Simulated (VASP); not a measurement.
# Ni (Fm-3m) in VASP: further runs

The runs below take Ni through density of states, single point, with PBEsol+U, PBE+D4+U.

All numbers are computed with VASP 6.6.1; they aren't measurements. Logs are shortened: lines on timing, memory, paths and dates and some standing lists are left out, and cuts for length are marked.

## Step 1: The cell of the first run

The structure is cubic, space group Fm-3m (No. 225). The conventional cell has a = 3.475 Å, b = 3.475 Å, c = 3.475 Å, α = 90.00°, β = 90.00°, γ = 90.00°. Ni (site symmetry m-3m) has 12 Ni at 2.46 Å within 3.2 Å.

## Step 2: Density of states, PBEsol+U, collinear spin, ferromagnetic start

POSCAR reads:

```
Ni
1.0
    0.0000000000      1.7375729330      1.7375729330
    1.7375729330      0.0000000000      1.7375729330
    1.7375729330      1.7375729330      0.0000000000
Ni
1
Direct
    0.0000000000      0.0000000000      0.0000000000
```

INCAR.step1 reads:

```
PREC = Accurate
ENCUT = 520
EDIFF = 1E-6
ISMEAR = -1
SIGMA = 0.05
LREAL = F
LASPH = T
NELM = 150
ALGO = Fast
ISIF = 2
LWAVE = F
LCHARG = T
ISPIN = 2
MAGMOM = 1
LMAXMIX = 4
LDAU = T
LDAUTYPE = 2
LDAUL = 2
LDAUU = 8
LDAUJ = 0
LDAUPRINT = 1
GGA = PS
NBANDS = 15
```

KPOINTS.step1 reads:

```
regular mesh
0
Gamma
  13 13 13
```

INCAR.step2 reads:

```
PREC = Accurate
ENCUT = 520
EDIFF = 1E-6
ISMEAR = -5
SIGMA = 0.05
LREAL = F
LASPH = T
NELM = 150
ALGO = Fast
ISIF = 2
LWAVE = F
LCHARG = F
ISPIN = 2
MAGMOM = 1
LORBIT = 10
LMAXMIX = 4
LDAU = T
LDAUTYPE = 2
LDAUL = 2
LDAUU = 8
LDAUJ = 0
LDAUPRINT = 1
GGA = PS
NBANDS = 15
NEDOS = 1001
ICHARG = 11
```

KPOINTS.step2 reads:

```
regular mesh
0
Gamma
  20 20 20
```

Potentials or basis: VASP PAW PBE potentials, release 64 (Ni).

Started as:

```
cat potpaw_PBE.64/Ni/POTCAR > POTCAR
cp INCAR.step1 INCAR
cp KPOINTS.step1 KPOINTS
mpirun -np 1 vasp_std > vasp.out
cp INCAR.step2 INCAR
cp KPOINTS.step2 KPOINTS
mpirun -np 1 vasp_std > vasp.out
```

OUTCAR:

```text
PREC = Accurate
   ENCUT = 520
   EDIFF = 1E-6
   ISMEAR = -5
   LREAL = F
   LASPH = T
   NELM = 150
   ISIF = 2
   ISPIN = 2
   LORBIT = 10
   GGA = PS
   ICHARG = 11

 ion  position               nearest neighbor table
   1  0.000  0.000  0.000-

  LATTYP: Found a face centered cubic cell.
 ALAT       =     3.4751458660

  Lattice vectors:

 A1 = (   0.0000000000,   1.7375729330,   1.7375729330)
 A2 = (   1.7375729330,   0.0000000000,   1.7375729330)
 A3 = (   1.7375729330,   1.7375729330,   0.0000000000)

Analysis of symmetry for initial positions (statically):
=====================================================================
 Subroutine PRICEL returns:
 Original cell was already a primitive cell.

 Routine SETGRP: Setting up the symmetry group for a
 face centered cubic supercell.

 Subroutine GETGRP returns: Found 48 space group operations
 (whereof 48 operations were pure point group operations)
 out of a pool of 48 trial point group operations.

The static configuration has the point symmetry O_h .

Analysis of symmetry for dynamics (positions and initial velocities):
=====================================================================
 Subroutine PRICEL returns:
 Original cell was already a primitive cell.

 Routine SETGRP: Setting up the symmetry group for a
 face centered cubic supercell.

 Subroutine GETGRP returns: Found 48 space group operations
 (whereof 48 operations were pure point group operations)
 out of a pool of 48 trial point group operations.

The dynamic configuration has the point symmetry O_h .

Analysis of structural, dynamic, and magnetic symmetry:
=====================================================================
 Subroutine PRICEL returns:
 Original cell was already a primitive cell.

 Routine SETGRP: Setting up the symmetry group for a
 face centered cubic supercell.

 Subroutine GETGRP returns: Found 48 space group operations
 (whereof 48 operations were pure point group operations)
 out of a pool of 48 trial point group operations.

The overall configuration has the point symmetry O_h .

 Subroutine INISYM returns: Found 48 space group operations
 (whereof 48 operations are pure point group operations),
 and found     1 'primitive' translations

----------------------------------------------------------------------------------------
[... 160 lines left out ...]
  o =  0.9397  v =  0.0000  0.0000  0.0000  0.0000  0.0000  0.0000  0.0000 -1.0000  0.0000  0.0000      0.0000  0.0000  0.0000  0.0000  0.0000  0.0000  0.0000  0.0000  0.0000  0.0000
  o =  0.9397  v =  0.0000  0.0000  0.0000  0.0000  0.0000  0.0000  0.0000 -0.0000 -0.0000 -1.0000      0.0000  0.0000  0.0000  0.0000  0.0000  0.0000  0.0000  0.0000  0.0000  0.0000
  o =  0.9568  v =  1.0000  0.0000  0.0000  0.0000  0.0000  0.0000  0.0000  0.0000  0.0000  0.0000      0.0000  0.0000  0.0000  0.0000  0.0000  0.0000  0.0000  0.0000  0.0000  0.0000
  o =  0.9568  v =  0.0000 -0.9852  0.0000 -0.1714 -0.0000  0.0000  0.0000  0.0000  0.0000  0.0000      0.0000  0.0000  0.0000  0.0000  0.0000  0.0000  0.0000  0.0000  0.0000  0.0000
  o =  0.9568  v =  0.0000  0.1714  0.0000 -0.9852  0.0000  0.0000  0.0000  0.0000  0.0000  0.0000      0.0000  0.0000  0.0000  0.0000  0.0000  0.0000  0.0000  0.0000  0.0000  0.0000
  o =  0.9605  v =  0.0000 -0.0000 -1.0000 -0.0000 -0.0000  0.0000  0.0000  0.0000  0.0000  0.0000      0.0000  0.0000  0.0000  0.0000  0.0000  0.0000  0.0000  0.0000  0.0000  0.0000
  o =  0.9605  v =  0.0000 -0.0000 -0.0000  0.0000  1.0000  0.0000  0.0000  0.0000  0.0000  0.0000      0.0000  0.0000  0.0000  0.0000  0.0000  0.0000  0.0000  0.0000  0.0000  0.0000

 number of electron       9.9999999 magnetization       0.8108455

 Free energy of the ion-electron system (eV)
  ---------------------------------------------------
  ext. energy  EPLUGINS =         0.00000000
  ---------------------------------------------------
  free energy    TOTEN  =        -1.53983947 eV

  energy without entropy =       -1.53983947  energy(sigma->0) =       -1.53983947

 E-fermi :   8.8518     XC(G=0): -13.5359

 val. band max:        8.8794052720   @ k =   0.5000   0.0000   0.0000
 cond. band min:       8.8351233815   @ k =  -0.3500   0.0500   0.0000
 fundamental gap:     -0.0442818905
 Fermi energy:         8.8517746627

 spin component 1

 k-point     1 :       0.0000    0.0000    0.0000
  band No.  band energies     occupation
      1       0.4469      1.00000
      2       3.9676      1.00000
      3       3.9676      1.00000
      4       3.9676      1.00000
      5       5.4013      1.00000
      6       5.4013      1.00000
      7      33.7923      0.00000
      8      35.0247      0.00000
      9      35.0247      0.00000
     10      35.0247      0.00000
     11      37.8997      0.00000
     12      37.8997      0.00000
[... 841 lines left out ...]
      4       7.4763      1.00000
      5       8.5390      1.00000
      6       8.8351      0.47328
      7      19.0930      0.00000
      8      30.9351      0.00000
      9      34.0383      0.00000
     10      34.4512      0.00000
     11      36.3209      0.00000
     12      37.5162      0.00000
     13      43.8891      0.00000
     14      50.4118      0.00000
     15      52.4304      0.00000

 [... further k-points ...]
[... 5 lines left out ...]
  --------------------------------------------------------------------------------------
  -------------------------------------------------------------------------------------
  Total       -1.0909709     -1.0909709     -1.0909709      0.0000000      0.0000000      0.0000000
  in kB     -166.5960219   -166.5960219   -166.5960219      0.0000000      0.0000000      0.0000000
  external PRESSURE =    -166.5960219 kB  Pullay stress =       0.0000000 kB

 VOLUME and BASIS-vectors are now :
 -----------------------------------------------------------------------------
  energy-cutoff  :      520.00
  volume of cell :       10.49
      direct lattice vectors                 reciprocal lattice vectors
     0.000000000  1.737572933  1.737572933    -0.287757705  0.287757705  0.287757705
     1.737572933  0.000000000  1.737572933     0.287757705 -0.287757705  0.287757705
     1.737572933  1.737572933  0.000000000     0.287757705  0.287757705 -0.287757705

 POSITION                                       TOTAL-FORCE (eV/Angst)
 -----------------------------------------------------------------------------------
      0.00000      0.00000      0.00000        -0.000000      0.000000      0.000000
 -----------------------------------------------------------------------------------
    total drift:                                0.000000     -0.000000      0.000000

  FREE ENERGIE OF THE ION-ELECTRON SYSTEM (eV)
  ---------------------------------------------------
  free  energy   TOTEN  =        -1.5398394686 eV

  energy  without entropy=       -1.5398394686  energy(sigma->0) =       -1.53983947

 total charge

# of ion       s       p       d       tot
------------------------------------------
    1        0.488   0.435   8.642   9.566

 magnetization (x)

# of ion       s       p       d       tot
------------------------------------------
    1       -0.016  -0.052   0.894   0.826
```

OUTCAR.step1:

```text
PREC = Accurate
   ENCUT = 520
   EDIFF = 1E-6
   ISMEAR = -1
   LREAL = F
[... 1140 lines left out ...]

 POSITION                                       TOTAL-FORCE (eV/Angst)
 -----------------------------------------------------------------------------------
      0.00000      0.00000      0.00000         0.000000     -0.000000      0.000000
 -----------------------------------------------------------------------------------
    total drift:                                0.000000     -0.000000      0.000000

  FREE ENERGIE OF THE ION-ELECTRON SYSTEM (eV)
  ---------------------------------------------------
  free  energy   TOTEN  =        -1.5434703718 eV

  energy  without entropy=       -1.5341625325  energy(sigma->0) =       -1.53881645
```

OSZICAR.step1:

```text
N       E                     dE             d eps       ncg     rms          rms(c)
DAV:   1     0.381676121487E+02    0.38168E+02   -0.42174E+03  5410   0.873E+02
DAV:   2    -0.109178095984E-01   -0.38179E+02   -0.35505E+02  5684   0.166E+02
DAV:   3    -0.188528833622E+01   -0.18744E+01   -0.18626E+01  6160   0.359E+01
DAV:   4    -0.189614882593E+01   -0.10860E-01   -0.10860E-01  6007   0.269E+00
DAV:   5    -0.189622463460E+01   -0.75809E-04   -0.75809E-04  6225   0.196E-01    0.101E+01
RMM:   6    -0.159201439829E+01    0.30421E+00   -0.84449E-01  6684   0.879E+00    0.473E+00
RMM:   7    -0.146554186885E+01    0.12647E+00   -0.14257E-01  6586   0.360E+00    0.210E+00
RMM:   8    -0.151641964111E+01   -0.50878E-01   -0.22258E-02  6948   0.143E+00    0.141E+00
RMM:   9    -0.153008500462E+01   -0.13665E-01   -0.41815E-03  7106   0.630E-01    0.584E-01
RMM:  10    -0.154249689181E+01   -0.12412E-01   -0.69404E-03  7181   0.882E-01    0.204E-01
RMM:  11    -0.154288280421E+01   -0.38591E-03   -0.54318E-04  7306   0.236E-01    0.918E-02
RMM:  12    -0.154336608835E+01   -0.48328E-03   -0.23243E-04  7188   0.158E-01    0.405E-02
RMM:  13    -0.154346457644E+01   -0.98488E-04   -0.11831E-04  7383   0.104E-01    0.205E-02
RMM:  14    -0.154346888365E+01   -0.43072E-05   -0.26674E-05  7564   0.438E-02    0.967E-03
RMM:  15    -0.154347005163E+01   -0.11680E-05   -0.57138E-06  6937   0.159E-02    0.299E-03
RMM:  16    -0.154347037176E+01   -0.32013E-06   -0.87917E-07  5651   0.589E-03
   1 F= -.15434704E+01 E0= -.15388165E+01  d E =-.930784E-02  mag=     0.8108
```

It took 39 s on 1 thread of AMD EPYC 9R45 (Zen 5), shared host; peak memory 0.14 GiB.

What came out:

| Item | Value |
| --- | --- |
| Net moment | 0.81 μB per cell |
| Site moments | Ni +0.83 μB |
| Valence electrons inside the program's atomic spheres | Ni 9.57 |

Eigenvalues of the final occupation matrices:
| site | spin | trace | eigenvalues |
| --- | --- | --- | --- |
| site 1 d | 1 | 4.79 | 0.96 0.96 0.96 0.96 0.96 |
| site 1 d | 2 | 3.88 | 0.67 0.67 0.67 0.94 0.94 |

Caveat: the PAW data sets were made with another functional, which shifts forces and pressure a little; the U is typed as a test and isn't derived for this compound; tetrahedron occupations give inexact forces and stress in metals. The state reached can hang on the start; a lower one may exist.

(Continued in part 2 of 2.)
